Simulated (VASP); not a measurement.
Input of a VASP 6.6.1 run:

Contents of INCAR:

```
PREC     = Accurate       # precision mode
ENCUT    = 520            # plane-wave cutoff, eV
EDIFF    = 1E-8           # SCF threshold, eV
ISMEAR   = -1             # smearing method
SIGMA    = 0.05           # smearing width, eV
LREAL    = F              # projectors in reciprocal space
LASPH    = T              # aspherical terms in the spheres
NELM     = 80             # most SCF steps
ALGO     = Normal         # electronic algorithm
ISIF     = 2              # what is computed and relaxed
LWAVE    = F              # write WAVECAR
LCHARG   = F              # write CHGCAR
GGA      = CA             # functional
LEFG     = T            
NBANDS   = 12             # bands
```

The input KPOINTS:

```
regular mesh
0
Gamma
  9 9 9
```

The input POSCAR:

```
As
1.0
    0.0000000000      2.8744485395      2.8744485395
    2.8744485395      0.0000000000      2.8744485395
    2.8744485395      2.8744485395      0.0000000000
As
2
Direct
   -0.2600000000     -0.0800000000     -0.0800000000
    0.2600000000      0.0800000000      0.0800000000
```

Potentials or basis: VASP PAW LDA potentials, release 64 (As).

Run with:

```bash
$ cat potpaw_LDA.64/As/POTCAR > POTCAR
$ mpirun -np 1 vasp_std > vasp.out
```

Estimate the largest force.

44.572 eV/Å.

Estimate the pressure.

84.2 GPa.

What does it give for the band gap on the k mesh?

Zero (bands 5 and 6 overlap by 0.66 eV).

Forces on the atoms (eV/Å):
```
As  -25.733  25.733  25.733
As   25.733 -25.733 -25.733
```

Caveat: the cell differs from its parent crystal (shortest bond scaled by 0.64); atoms lie so close that the PAW spheres overlap strongly, which falsifies energies and pressures; the cell stands under pressure; without QUAD_EFG the Cq values of the log hold for a quadrupole moment of 1 mb, not for the nuclei; forces of over 1 eV/Å act on the atoms, so gaps and moduli don't describe the material at rest.
